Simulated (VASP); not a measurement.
Here is a VASP 6.6.1 calculation.

The input INCAR:

```
SYSTEM = Ca3Au2
ALGO = Normal ; EDIFF = 1E-6
ENCUT = 520 ; GGA = PE
ISIF = 2 ; ISMEAR = 0
LASPH = .True. ; LCHARG = .False.
LREAL = .False. ; LWAVE = .False.
NBANDS = 34 ; NELM = 100
PREC = Accurate ; SIGMA = 0.1
```

KPOINTS

```
k-points
0
Gamma
  12 12 12
  0 0 0
```

File POSCAR:

```
Ca3Au2
1.0
    2.0365639521      1.1758107460     10.9062595022
   -2.0365639521      1.1758107460     10.9062595022
    0.0000000000     -2.3516214920     10.9062595022
Ca Au
3 2
Direct
    0.0000000000      0.0000000000      0.0000000000
    0.1158797092      0.1158797092      0.1158797092
    0.8841202908      0.8841202908      0.8841202908
    0.6064501554      0.6064501554      0.6064501554
    0.3935498446      0.3935498446      0.3935498446
```

Potentials or basis: VASP PAW PBE potentials, release 64 (Ca_sv, Au).

Run with:

```console
$ cat potpaw_PBE.64/Ca_sv/POTCAR potpaw_PBE.64/Au/POTCAR > POTCAR
$ mpirun -np 1 vasp_std > vasp.out
```

What does it give for the band gap on the k mesh?

Zero (bands 26 and 27 overlap by 0.76 eV).

Estimate the largest force.

0.016 eV/Å.

Estimate the pressure.

0.0 GPa.

Forces on the atoms (eV/Å):
```
Ca   0.000  0.000  0.000
Ca   0.000  0.000  0.016
Ca   0.000  0.000 -0.016
Au   0.000  0.000  0.003
Au   0.000  0.000 -0.003
```

Caveat: spin-orbit coupling is left out, which moves the levels of the heavy elements.
